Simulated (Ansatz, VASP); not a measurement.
This is a calculation of GaN for VASP 6.6.1.

File INCAR:

```
PREC     = Accurate       # precision mode
ENCUT    = 520            # plane-wave cutoff, eV
EDIFF    = 1E-6           # SCF threshold, eV
ISMEAR   = 0              # smearing method
SIGMA    = 0.014          # smearing width, eV
LREAL    = F              # projectors in reciprocal space
LASPH    = T              # aspherical terms in the spheres
NELM     = 100            # most SCF steps
ALGO     = Normal         # electronic algorithm
ISIF     = 2              # what is computed and relaxed
LWAVE    = F              # write WAVECAR
LCHARG   = F              # write CHGCAR
GGA      = PE             # functional
NBANDS   = 16             # bands
```

The input KPOINTS:

```
Automatic mesh
0
Gamma
  10 10 10
```

POSCAR

```
GaN
1.0
    0.0000000000      2.2535006075      2.2535006075
    2.2535006075      0.0000000000      2.2535006075
    2.2535006075      2.2535006075      0.0000000000
Ga N
1 1
Direct
    0.0000000000      0.0000000000      0.0000000000
    0.2500000000      0.2500000000      0.2500000000
```

Potentials or basis: VASP PAW PBE potentials, release 64 (Ga_d, N).

Command:

```sh
$ cat potpaw_PBE.64/Ga_d/POTCAR potpaw_PBE.64/N/POTCAR > POTCAR
$ mpirun -np 1 vasp_std > vasp.out
```

Question: Set up the same calculation for Ansatz 0.2.0. Potentials there: all-electron LAPW, scalar-relativistic.

Answer: As run (the cutoff follows the program's own potentials):

input.yaml

```yaml
crystal:
  lattice:
    - [0.0, 2.2535006075, 2.2535006075]
    - [2.2535006075, 0.0, 2.2535006075]
    - [2.2535006075, 2.2535006075, 0.0]
  atoms:
    - { symbol: Ga, position: [0.0, 0.0, 0.0] }
    - { symbol: "N", position: [0.25, 0.25, 0.25] }
kpoints:
  mp_grid: { grid: [10, 10, 10] }
scf:
  occupations: { method: gaussian, width: 0.014 }
hamiltonian:
  xc: pbe
  pseudopotentials: { kind: all_electron, lapw: { basis_error: 0.001 } }
output:
  forces: true
  stress: true
  eigenvalues: true
```

Potentials or basis: all-electron LAPW, scalar-relativistic.

The run is started by

```console
$ ansatz run input.yaml --threads 1 --pin off --max-ram 3072MiB --backend cpu --events-out ev --progress --plain --runs-dir out
```

Both were run:

|  | VASP | Ansatz | Ansatz less VASP |
| --- | --- | --- | --- |
| gap on the k mesh at the Fermi level (eV) | 1.72 | 1.73 | +0.010 |
| least direct gap on the mesh (eV) | 1.72 | 1.73 | +0.010 |
| pressure (GPa) | 5.1 | 4.9 | -0.16 |

Ansatz ran all-electron here, and VASP with PAW potentials.
